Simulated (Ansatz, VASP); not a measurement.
**EuS: VASP beside Ansatz**

```
CELL_PARAMETERS angstrom
0.00000 2.90209 2.90209
2.90209 0.00000 2.90209
2.90209 2.90209 0.00000
ATOMIC_POSITIONS crystal
Eu 0.00000 0.00000 0.00000
S 0.50000 0.50000 0.50000
```

Alike in both runs: task single point; functional r2SCAN; k mesh 8 × 8 × 8; collinear spin.

```csv
,VASP,Ansatz
version,VASP 6.6.1,Ansatz 0.2.0
potentials or method,"VASP PAW PBE potentials, release 64 (Eu, S), cutoff 800 eV","plane waves, PAW"
occupations,"methfessel-paxton of order 1, width 0.1 eV","cold, width 0.1 eV"
valence electrons in the cell,23,23
```

|  | VASP | Ansatz | Ansatz less VASP |
| --- | --- | --- | --- |
| net moment per atom (μB) | 3.49 | 3.49 | +0.003 |
| size of the moment on the site where the two differ most (μB) | 6.51 | 6.77 | +0.260 |

VASP's potentials were made for PBE, not for r2SCAN. Site moments also hang on the region over which each program counts them. Ansatz's warnings: stability check not made.

Neither program's run includes spin-orbit coupling.
